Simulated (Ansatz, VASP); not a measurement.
# Ba2S: VASP beside Ansatz

```
CELL_PARAMETERS angstrom
2.18609 -1.26214 7.68469
0.00000 2.52428 7.68469
-2.18609 -1.26214 7.68469
ATOMIC_POSITIONS crystal
S 0.00000 0.00000 0.00000
Ba 0.25579 0.25579 0.25579
Ba 0.74421 0.74421 0.74421
```

Alike in both runs: task electric field gradients; functional PBEsol; k mesh 9 × 9 × 9; occupations fermi-dirac, width 0.05 eV; no spin polarisation.

|  | VASP | Ansatz |
| --- | --- | --- |
| version | VASP 6.6.1 | Ansatz 0.2.0 |
| potentials or method | VASP PAW PBE potentials, release 64 (S, Ba_sv), cutoff 520 eV | all-electron PAW with datasets made for the crystal, scalar-relativistic |

|  | VASP | Ansatz | Ansatz less VASP |
| --- | --- | --- | --- |
| pressure (GPa) | 0.5 | 0.0 | -0.44 |
| rms of the force components (eV/Å) | 0.044 | 0.000 | -0.0442 |
| size of Vzz on the site where it differs most (V/Å²) | 75.0 | 71.9 | -3.10 |

VASP's potentials were made for PBE, not for PBEsol. Atom by atom the forces differ by 0.044 eV/Å (rms over components). Ansatz ran all-electron here, and VASP with PAW potentials.

Spin-orbit coupling is off throughout.
